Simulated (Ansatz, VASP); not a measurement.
# One calculation of Al8N, two programs

```
Al N
1.0
     2.85432    0.00000    0.00000
    -1.42716    2.47192    0.00000
     0.00000    0.00000   33.47606
Al N
8 1
Direct
  0.33333 0.66667 0.11949
  0.00000 0.00000 0.18956
  0.66667 0.33333 0.25964
  0.00000 0.00000 0.32971
  0.33333 0.66667 0.39922
  0.00000 0.00000 0.46965
  0.66667 0.33333 0.54010
  0.00000 0.00000 0.61166
  0.44444 0.55556 0.63944
```

Alike in both runs: task single point; functional PBE; k mesh 9 × 9 × 1; occupations gaussian, width 0.1 eV; no spin polarisation.

```csv
,VASP,Ansatz
version,VASP 6.6.1,Ansatz 0.2.0
potentials or method,"VASP PAW PBE potentials, release 64 (Al, N), cutoff 520 eV","scalar-relativistic, plane waves, PAW"
valence electrons in the cell,29,29
```

|  | VASP | Ansatz | Ansatz less VASP |
| --- | --- | --- | --- |
| gap on the k mesh at the Fermi level (eV) | none | none | - |
| rms of the force components (eV/Å) | 0.402 | 0.403 | +0.0009 |

Atom by atom the forces differ by 0.007 eV/Å (rms over components). A gap of «none» marks a metal or a gap that the smearing closes. With one functional, cell and mesh, what is left measures potentials, basis and numerics.
